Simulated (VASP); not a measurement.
Input of a VASP 6.6.1 run:

The input POSCAR:

```
HfN
1.0
    2.8060694958      0.0000000000      0.0000000000
    0.0000000000      2.8060694958      0.0000000000
    0.0000000000      0.0000000000      2.8060694958
Hf N
1 1
Direct
    0.5000000000      0.5000000000      0.5000000000
    0.0000000000      0.0000000000      0.0000000000
```

File INCAR.step1:

```
PREC     = Accurate       # precision mode
ENCUT    = 520            # plane-wave cutoff, eV
EDIFF    = 1E-5           # SCF threshold, eV
ISMEAR   = -1             # smearing method
SIGMA    = 0.05           # smearing width, eV
LREAL    = F              # projectors in reciprocal space
LASPH    = T              # aspherical terms in the spheres
NELM     = 80             # most SCF steps
ALGO     = Normal         # electronic algorithm
ISIF     = 2              # what is computed and relaxed
LWAVE    = T              # write WAVECAR
GGA      = PE             # functional
NBANDS   = 14             # bands
```

Contents of INCAR.step2:

```
PREC     = Accurate       # precision mode
ENCUT    = 520            # plane-wave cutoff, eV
EDIFF    = 1E-7           # SCF threshold, eV
ISMEAR   = -1             # smearing method
SIGMA    = 0.05           # smearing width, eV
LREAL    = F              # projectors in reciprocal space
LASPH    = T              # aspherical terms in the spheres
NELM     = 80             # most SCF steps
ALGO     = Normal         # electronic algorithm
ISIF     = 2              # what is computed and relaxed
LWAVE    = F              # write WAVECAR
LCHARG   = T              # write CHGCAR
GGA      = PE             # functional
LHFCALC  = T              # exact exchange
AEXX     = 0.25           # exact-exchange fraction
PRECFOCK = Normal       
LELF     = T              # ELF
LVHAR    = T            
ISTART   = 1            
NBANDS   = 14             # bands
```

KPOINTS

```
Automatic mesh
0
Gamma
  5 5 5
```

Potentials or basis: VASP PAW PBE potentials, release 64 (Hf_pv, N).

Launch:

```console
$ cat potpaw_PBE.64/Hf_pv/POTCAR potpaw_PBE.64/N/POTCAR > POTCAR
$ cp INCAR.step1 INCAR
$ mpirun -np 1 vasp_std > vasp.out
$ cp INCAR.step2 INCAR
$ mpirun -np 1 vasp_std > vasp.out
```

Estimate the pressure.

-6.5 GPa.

Caveat: the k points lie up to 0.45 Å⁻¹ apart; the PAW data sets were made with another functional, which shifts forces and pressure a little.
